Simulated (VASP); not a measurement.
# C in VASP: notebook

The runs below take C through single point, with PBE+D3(BJ).

All numbers are computed with VASP 6.6.1; they aren't measurements. Logs are shortened: lines on timing, memory, paths and dates and some standing lists are left out, and cuts for length are marked.

### Step 1. The cell of the first run

Symmetry: R-3m, No. 166, trigonal system. Conventional cell: a = 2.465 Å, b = 2.465 Å, c = 10.084 Å, α = 90.00°, β = 90.00°, γ = 120.00°. C (site symmetry 3m) has 3 C at 1.42 Å within 1.9 Å.

### Step 2. Single point, PBE+D3(BJ) (mode 4 frozen in at -0.024 Å and mode 6 at +0.000 Å (largest displacements))

The input, INCAR:

```
SYSTEM = C
ALGO = Normal ; EDIFF = 1E-7
ENCUT = 520 ; GGA = PE
ISIF = 2 ; ISMEAR = 0
IVDW = 12 ; LASPH = .TRUE.
LCHARG = .FALSE. ; LREAL = .FALSE.
LWAVE = .FALSE. ; NBANDS = 11
NELM = 100 ; PREC = Accurate
SIGMA = 0.05
```

The input, KPOINTS:

```
k-points
0
G
  15 15 15
  0 0 0
```

The input, POSCAR:

```
C
1.0
    1.2324984681      0.7115833223      3.3613878357
   -1.2324984681      0.7115833223      3.3613878357
    0.0000000000     -1.4231666447      3.3613878357
C
2
Direct
    0.1642453654      0.1642453654      0.1642453654
    0.8357546346      0.8357546346      0.8357546346
```

Potentials or basis: VASP PAW PBE potentials, release 64 (C).

Command:

```console
> cat potpaw_PBE.64/C/POTCAR > POTCAR
> mpirun -np 1 vasp_std > vasp.out
```

OUTCAR:

```text
SYSTEM = C
   EDIFF = 1E-7
   ENCUT = 520
   GGA = PE
   ISIF = 2
   ISMEAR = 0
   IVDW = 12
   LASPH = .TRUE.
   LREAL = .FALSE.
   NELM = 100
   PREC = Accurate
 IVDW          = 12

 ion  position               nearest neighbor table
   1  0.164  0.164  0.164-   2 1.42   2 1.42   2 1.42
   2  0.836  0.836  0.836-   1 1.42   1 1.42   1 1.42

  LATTYP: Found a trigonal (rhomboedric) cell.
 ALAT       =     3.6502508791
 COS(alpha) =     0.7719881893

  Lattice vectors:

 A1 = (   1.2324984681,   0.7115833223,   3.3613878357)
 A2 = (  -1.2324984681,   0.7115833223,   3.3613878357)
 A3 = (   0.0000000000,  -1.4231666447,   3.3613878357)

Analysis of symmetry for initial positions (statically):
=====================================================================
 Subroutine PRICEL returns:
 Original cell was already a primitive cell.

 Routine SETGRP: Setting up the symmetry group for a
 trigonal (rhombohedral) supercell.

 Subroutine GETGRP returns: Found 12 space group operations
 (whereof 12 operations were pure point group operations)
 out of a pool of 12 trial point group operations.

The static configuration has the point symmetry D_3d.

Analysis of symmetry for dynamics (positions and initial velocities):
=====================================================================
 Subroutine PRICEL returns:
 Original cell was already a primitive cell.

 Routine SETGRP: Setting up the symmetry group for a
 trigonal (rhombohedral) supercell.

 Subroutine GETGRP returns: Found 12 space group operations
 (whereof 12 operations were pure point group operations)
 out of a pool of 12 trial point group operations.

The dynamic configuration has the point symmetry D_3d.

 Subroutine INISYM returns: Found 12 space group operations
 (whereof 12 operations are pure point group operations),
 and found     1 'primitive' translations

----------------------------------------------------------------------------------------

                                     Primitive cell

  volume of cell :      17.6881

  direct lattice vectors                    reciprocal lattice vectors
     1.232498468  0.711583322  3.361387836     0.405680017  0.234219467  0.099165389
    -1.232498468  0.711583322  3.361387836    -0.405680017  0.234219467  0.099165389
     0.000000000 -1.423166645  3.361387836     0.000000000 -0.468438935  0.099165389

  length of vectors
     3.650250879  3.650250879  3.650250879     0.478820227  0.478820227  0.478820227

  position of ions in fractional coordinates (direct lattice)
     0.164245365  0.164245365  0.164245365
     0.835754635  0.835754635  0.835754635

  ion indices of the primitive-cell ions
   primitive index   ion index
                 1           1
                 2           2

----------------------------------------------------------------------------------------

 KPOINTS: k-points

Automatic generation of k-mesh.
 Grid dimensions read from file:
 generate k-points for:   15   15   15

 Generating k-lattice:

  Cartesian coordinates                     Fractional coordinates (reciprocal lattice)
     0.027045334  0.015614631  0.006611026     0.066666667  0.000000000  0.000000000
    -0.027045334  0.015614631  0.006611026     0.000000000  0.066666667  0.000000000
     0.000000000 -0.031229262  0.006611026     0.000000000  0.000000000  0.066666667

  Length of vectors
     0.031921348  0.031921348  0.031921348

  Shift w.r.t. Gamma in fractional coordinates (k-lattice)
     0.000000000  0.000000000  0.000000000

 Subroutine IBZKPT returns following result:
 ===========================================

 Found    344 irreducible k-points:

 Following reciprocal coordinates:
            Coordinates               Weight
  0.000000  0.000000  0.000000      1.000000
  0.066667 -0.000000  0.000000      6.000000
  0.133333  0.000000  0.000000      6.000000
  0.200000  0.000000 -0.000000      6.000000
  0.266667  0.000000  0.000000      6.000000
  0.333333  0.000000  0.000000      6.000000
[... 16 lines left out ...]
  0.133333  0.133333  0.000000      6.000000
  0.200000  0.133333  0.000000     12.000000
 [... further k-points ...]
   k-points           NKPTS =    344   k-points in BZ     NKDIM =    344   number of bands    NBANDS=     11
   number of dos      NEDOS =    301   number of ions     NIONS =      2
   total plane-waves  NPLWV =  21952
   dimension x,y,z NGX =    28 NGY =   28 NGZ =   28
   dimension x,y,z NGXF=    56 NGYF=   56 NGZF=   56
   ions per type =               2
   NGX,Y,Z   is equivalent  to a cutoff of  12.75, 12.75, 12.75 a.u.
   NGXF,Y,Z  is equivalent  to a cutoff of  25.50, 25.50, 25.50 a.u.
 SYSTEM =  C
   PREC   = accura    normal or accurate (medium, high low for compatibility)
   ISTART =      0    job   : 0-new  1-cont  2-samecut
   ICHARG =      2    charge: 1-file 2-atom 10-const
   ISPIN  =      1    spin polarized calculation?
   LNONCOLLINEAR =      F non collinear calculations
   LSORBIT =      F    spin-orbit coupling
   LASPH  =      T    aspherical Exc in radial PAW
   ENCUT  =  520.0 eV  38.22 Ry    6.18 a.u.   6.79  6.79  6.79*2*pi/ulx,y,z
   NELM   =    100;   NELMIN=  2; NELMDL= -5     # of ELM steps
   EDIFF  = 0.1E-06   stopping-criterion for ELM
   LREAL  =      F    real-space projection
   EDIFFG = 0.1E-05   stopping-criterion for IOM
   NSW    =      0    number of steps for IOM
   IBRION =     -1    ionic relax: 0-MD 1-quasi-New 2-CG
   NFREE  =      0    steps in history (QN), initial steepest desc. (CG)
   ISIF   =      2    stress and relaxation
   ISYM   =      2    0-nonsym 1-usesym 2-fastsym
   POTIM  = 0.5000    time-step for ionic-motion
   TEBEG  =    0.0;   TEEND  =   0.0 temperature during run
   PSTRESS=    0.0 pullay stress
   NELECT =       8.0000    total number of electrons
   NUPDOWN=      -1.0000    fix difference up-down
   EMIN   =  10.00;   EMAX   =-10.00  energy-range for DOS
   EFERMI =   0.00;   METHOD = LEGACY
   ISMEAR =     0;   SIGMA  =   0.05  broadening in eV -4-tet -1-fermi 0-gaus
   EFERMI_NEDOS =   21; number of points for ismear=-14 and -15
   IALGO  =     38    algorithm
   IMIX   =      4    mixing-type and parameters
     AMIX     =   0.40;   BMIX     =  1.00
     AMIX_MAG =   1.60;   BMIX_MAG =  1.00
  volume/ion in A,a.u.               =       8.84        59.68
  Fermi-wavevector in a.u.,A,eV,Ry     =   1.256640  2.374705 21.485554  1.579144
  Thomas-Fermi vector in A             =   2.390338
   LORBIT       =      0    0 simple, 1 ext, 2 COOP (PROOUT), +10 PAW based schemes
   GGA     = PE    functional components
   LHFCALC =     F    Hartree Fock is set to
   AEXX    =    0.0000 exact exchange contribution
   IVDW    =    12    specifies the selected vdW correction
   LEPSILON=     F    determine dielectric tensor
   LRPA    =     F    only Hartree local field effects (RPA)
 non-spin polarized calculation
 Gauss-broadening in eV      SIGMA  =   0.05
  energy-cutoff  :      520.00
  volume of cell :       17.69
 maximum number of plane-waves:       490
   NGX = 13   NGY = 13   NGZ = 13

 number of electron       8.0000000 magnetization

 Free energy of the ion-electron system (eV)
  ---------------------------------------------------
  ext. energy  EPLUGINS =         0.00000000
  ---------------------------------------------------
  free energy    TOTEN  =       -18.40460049 eV

  energy without entropy =      -18.40460049  energy(sigma->0) =      -18.40460049

 E-fermi :   4.5599     XC(G=0): -10.3125

 val. band max:        4.2988207855   @ k =  -0.3333   0.3333   0.0000
 cond. band min:       5.0254640549   @ k =  -0.3333   0.3333   0.0000
 fundamental gap:      0.7266432694
 Fermi energy:         4.5598605090

 k-point     1 :       0.0000    0.0000    0.0000
  band No.  band energies     occupation
      1     -14.9841      2.00000
      2      -1.8858      2.00000
      3       1.6820      2.00000
      4       1.6820      2.00000
      5       8.8729      0.00000
      6      13.0258      0.00000
      7      13.0258      0.00000
      8      16.0544      0.00000
      9      17.3018      0.00000
     10      27.3859      0.00000
     11      30.3834      0.00000

 k-point     2 :       0.0667   -0.0000    0.0000
  band No.  band energies     occupation
      1     -14.8766      2.00000
      2      -1.7774      2.00000
      3       1.2573      2.00000
      4       1.4610      2.00000
      5       9.0222      0.00000
      6      13.0843      0.00000
      7      13.4747      0.00000
      8      15.6857      0.00000
      9      17.4930      0.00000
     10      27.7305      0.00000
     11      29.5417      0.00000

 k-point     3 :       0.1333    0.0000    0.0000
  band No.  band energies     occupation
      1     -14.5550      2.00000
      2      -1.4543      2.00000
      3       0.1288      2.00000
      4       0.9007      2.00000
      5       9.4654      0.00000
      6      13.1197      0.00000
      7      14.6855      0.00000
      8      14.7100      0.00000
      9      18.1040      0.00000
     10      27.4928      0.00000
     11      28.6471      0.00000

 k-point     4 :       0.2000    0.0000   -0.0000
  band No.  band energies     occupation
      1     -14.0219      2.00000
      2      -1.4368      2.00000
      3      -0.9050      2.00000
      4       0.1999      2.00000
      5      10.1653      0.00000
      6      12.9309      0.00000
      7      13.3526      0.00000
      8      16.5038      0.00000
      9      19.0689      0.00000
     10      25.5304      0.00000
     11      27.8855      0.00000
[... 239 lines left out ...]
 k-point    22 :      -0.0667    0.0667    0.0000
  band No.  band energies     occupation
      1     -14.6660      2.00000
      2      -1.5268      2.00000
      3       0.5366      2.00000
      4       1.0155      2.00000
      5       9.2476      0.00000
      6      13.2602      0.00000
      7      14.1522      0.00000
      8      14.9974      0.00000
      9      17.9334      0.00000
     10      27.7425      0.00000
     11      28.3593      0.00000

 k-point    23 :       0.1333    0.1333    0.0000
  band No.  band energies     occupation
      1     -14.5395      2.00000
      2      -1.5868      2.00000
      3       0.1428      2.00000
      4       0.8880      2.00000
      5       9.7478      0.00000
      6      13.0888      0.00000
      7      14.6508      0.00000
      8      14.7123      0.00000
      9      18.1293      0.00000
     10      27.1255      0.00000
     11      28.6447      0.00000

 k-point    24 :       0.2000    0.1333    0.0000
  band No.  band energies     occupation
      1     -14.2123      2.00000
      2      -1.3264      2.00000
      3      -0.6956      2.00000
      4       0.2804      2.00000
      5      10.3100      0.00000
      6      13.3055      0.00000
      7      13.8263      0.00000
      8      15.3363      0.00000
      9      18.9146      0.00000
     10      25.4925      0.00000
     11      29.2716      0.00000

 [... further k-points ...]

------------------------ aborting loop because EDIFF is reached ----------------------------------------

 Edisp (eV)   -0.31198

 E8    (eV) :    -0.0884

  FORCE on cell =-STRESS in cart. coord.  units (eV):
  Direction    XX          YY          ZZ          XY          YZ          ZX
  --------------------------------------------------------------------------------------
  -------------------------------------------------------------------------------------
  Total       0.07894     0.07894    -0.05787     0.00000     0.00000     0.00000
  in kB       7.15053     7.15053    -5.24140     0.00000     0.00000     0.00000
  external pressure =        3.02 kB  Pullay stress =        0.00 kB

 VOLUME and BASIS-vectors are now :
 -----------------------------------------------------------------------------
  energy-cutoff  :      520.00
  volume of cell :       17.69
      direct lattice vectors                 reciprocal lattice vectors
     1.232498468  0.711583322  3.361387836     0.405680017  0.234219467  0.099165389
    -1.232498468  0.711583322  3.361387836    -0.405680017  0.234219467  0.099165389
     0.000000000 -1.423166645  3.361387836     0.000000000 -0.468438935  0.099165389

 POSITION                                       TOTAL-FORCE (eV/Angst)
 -----------------------------------------------------------------------------------
      0.00000     -0.00000      1.65628         0.000000     -0.000000      0.784952
      0.00000     -0.00000      8.42789         0.000000      0.000000     -0.784952
 -----------------------------------------------------------------------------------
    total drift:                                0.000000     -0.000000      0.000000

  FREE ENERGIE OF THE ION-ELECTRON SYSTEM (eV)
  ---------------------------------------------------
  free  energy   TOTEN  =       -18.7165805918 eV

  energy  without entropy=      -18.7165805918  energy(sigma->0) =      -18.71658059
```

It took 40 s on 1 thread of Intel Xeon 6975P-C (Granite Rapids), shared host; peak memory 0.2 GiB.

What came out:

* Free energy: -18.7166 eV
* Pressure: 0.3 GPa
* Largest force: 0.785 eV/Å
* Band gap on the k mesh: 0.73 eV, direct
* Dispersion energy per atom: -0.156 eV

Forces on the atoms (eV/Å):
```
C    0.000  0.000  0.785
C    0.000  0.000 -0.785
```

Stress tensor (GPa, compression positive):
```
 0.72  0.00  0.00
 0.00  0.72  0.00
 0.00  0.00 -0.52
```

Caveat: the cell differs from its parent crystal (mode 4 frozen in at -0.024 Å and mode 6 at +0.000 Å (largest displacements)).

### Step 3. Single point, PBE+D3(BJ) (mode 4 frozen in at +0.071 Å and mode 6 at +0.000 Å (largest displacements))

The input, INCAR:

```
SYSTEM = C
ALGO = Normal
EDIFF = 1E-7
ENCUT = 520
GGA = PE
ISIF = 2
ISMEAR = 0
IVDW = 12
LASPH = .True.
LCHARG = .False.
LREAL = .False.
LWAVE = .False.
NBANDS = 11
NELM = 100
PREC = Accurate
SIGMA = 0.05
```

The input, KPOINTS:

```
k-points
0
Gamma
  15 15 15
  0 0 0
```

The input, POSCAR:

```
C
1.0
    1.2324984681      0.7115833223      3.3613878357
   -1.2324984681      0.7115833223      3.3613878357
    0.0000000000     -1.4231666447      3.3613878357
C
2
Direct
    0.1736660774      0.1736660774      0.1736660774
    0.8263339226      0.8263339226      0.8263339226
```

Potentials or basis: VASP PAW PBE potentials, release 64 (C).

Command:

```console
> cat potpaw_PBE.64/C/POTCAR > POTCAR
> mpirun -np 1 vasp_std > vasp.out
```

Wall time 40 s (1 thread of Intel Xeon 6975P-C (Granite Rapids), shared host); peak memory 0.19 GiB.

It converged, with:

| Quantity | Value |
| --- | --- |
| Free energy | -18.5671 eV |
| Pressure | -0.7 GPa |
| Largest force | 2.366 eV/Å |
| Band gap on the k mesh | 0.45 eV, direct |
| Dispersion energy per atom | -0.156 eV |

Forces on the atoms (eV/Å):
```
C    0.000  0.000 -2.366
C    0.000  0.000  2.366
```

Stress tensor (GPa, compression positive):
```
 0.49  0.00  0.00
 0.00  0.49  0.00
 0.00  0.00 -2.98
```

Levels at points of the mesh, in eV from the valence-band top:
```
           k point  band 1  band 2  band 3  band 4  band 5  band 6  band 7  band 8  band 9
(0.00, 0.00, 0.00)  -19.32   -6.20   -2.55   -2.55    4.09    8.66    8.66   12.00   12.85
```

Caveat: the cell differs from its parent crystal (mode 4 frozen in at +0.071 Å and mode 6 at +0.000 Å (largest displacements)); forces of over 1 eV/Å act on the atoms, so gaps and moduli don't describe the material at rest. A k mesh can miss the band edges.

### Step 4. Single point, PBE+D3(BJ) (mode 4 frozen in at +0.024 Å and mode 6 at +0.000 Å (largest displacements))

The input, INCAR:

```
SYSTEM = C
PREC     = Accurate       ! precision mode
ENCUT    = 520            ! plane-wave cutoff, eV
EDIFF    = 1E-7           ! SCF threshold, eV
ISMEAR   = 0              ! smearing method
SIGMA    = 0.05           ! smearing width, eV
LREAL    = .False.        ! projectors in reciprocal space
LASPH    = .True.         ! aspherical terms in the spheres
NELM     = 80             ! most SCF steps
ALGO     = Normal         ! electronic algorithm
ISIF     = 2              ! what is computed and relaxed
LWAVE    = .False.        ! write WAVECAR
LCHARG   = .False.        ! write CHGCAR
GGA      = PE             ! functional
IVDW     = 12             ! dispersion correction
NBANDS   = 11             ! bands
```

The input, KPOINTS:

```
Automatic mesh
0
Gamma
  15 15 15
  0 0 0
```

The input, POSCAR:

```
C
1.0
    1.2324984681      0.7115833223      3.3613878357
   -1.2324984681      0.7115833223      3.3613878357
    0.0000000000     -1.4231666447      3.3613878357
C
2
Direct
    0.1689458048      0.1689458048      0.1689458048
    0.8310541952      0.8310541952      0.8310541952
```

Command:

```console
> cat potpaw_PBE.64/C/POTCAR > POTCAR
> mpirun -np 1 vasp_std > vasp.out
```

Wall time 42 s (1 thread of Intel Xeon 6975P-C (Granite Rapids), shared host); peak memory 0.19 GiB.

It converged, with:

```yaml
Free_energy: -18.7168 eV
Pressure: 0.3 GPa
Largest_force: 0.782 eV/Å
Band_gap_on_the_k_mesh: 0.58 eV, direct
Dispersion_energy_per_atom: -0.156 eV
```

Forces in eV/Å, atoms in the order of the input:
```
C    0.000  0.000 -0.782
C    0.000  0.000  0.782
```

Stress tensor (GPa, compression positive):
```
 0.67  0.00  0.00
 0.00  0.67  0.00
 0.00  0.00 -0.33
```

Levels at points of the mesh, in eV from the valence-band top:
```csv
k point,band 2,band 3,band 4,band 5,band 6,band 7
"(0.00, 0.00, 0.00)",-6.26,-2.69,-2.69,4.51,8.67,8.67
```

Caveat: the cell differs from its parent crystal (mode 4 frozen in at +0.024 Å and mode 6 at +0.000 Å (largest displacements)). A k mesh can miss the band edges.

(Part 1 of 3 ends here.)
